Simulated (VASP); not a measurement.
Cd, 1 atom in the cell. The structure is cubic, space group Fm-3m (No. 225). Conventional cell: a = 4.219 Å, b = 4.219 Å, c = 4.219 Å, α = 90.00°, β = 90.00°, γ = 90.00°. Cd (site symmetry m-3m) has 12 Cd at 2.98 Å within 3.9 Å. This isn't the form of Cd at room conditions, which is hcp.

```yaml
Program: VASP 6.6.1
Task: single point
Functional: LDA
Potentials_or_basis: VASP PAW LDA potentials, release 64 (Cd)
Cutoff: 500 eV
k_mesh: 18 × 18 × 18
Occupations: gaussian, width 0.05 eV
Spin: no spin polarisation
Dipole_correction: no
Further_INCAR_settings: ALGO = Normal; EDIFF = 1e-06; NBANDS = 12
```

Potentials or basis: VASP PAW LDA potentials, release 64 (Cd).

Run with:

```sh
$ cat potpaw_LDA.64/Cd/POTCAR > POTCAR
$ mpirun -np 1 vasp_std > vasp.out
```

Hardware: 1 thread of Intel(R) Xeon(R) 6975P-C (Granite Rapids) (shared host).

**Question.** Estimate the wall time of this run.

**Answer.** Run time: 12 s on 1 thread of Intel(R) Xeon(R) 6975P-C (Granite Rapids) (shared host), peak memory 0.16 GiB. Counts: scf iterations 11, k points 195.
